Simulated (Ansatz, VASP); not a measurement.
**Two plane-wave programs on AlAs**

```
Al As
1.0
     0.00000    2.83893    2.83893
     2.83893    0.00000    2.83893
     2.83893    2.83893    0.00000
Al As
1 1
Direct
  0.00000 0.00000 0.00000
  0.25000 0.25000 0.25000
```

Alike in both runs: task single point; functional HSE06; k mesh 4 × 4 × 4; no spin polarisation.

|  | VASP | Ansatz |
| --- | --- | --- |
| version | VASP 6.6.1 | Ansatz 0.2.0 |
| potentials or method | VASP PAW PBE potentials, release 64 (Al, As) | plane waves, PAW |
| plane-wave cutoff (eV) | 400 | 420 |
| occupations | gaussian, width 0.01 eV | fixed |
| valence electrons in the cell | 8 | 18 |

Ansatz gave:

```
gap on the k mesh at the Fermi level (eV) : 2.10
pressure (GPa)                            : 0.5
```

**Question.** Estimate VASP's values.

**Answer.** gap on the k mesh at the Fermi level (eV): 2.11; pressure (GPa): 0.2.

VASP's potentials hold 8 valence electrons a cell and Ansatz's 18, so a difference there can come from the potentials and not from the codes. Ansatz's warnings: stress exchange threshold loose, stress scf threshold loose.

The k mesh is coarse, so the values compare programs but aren't converged.
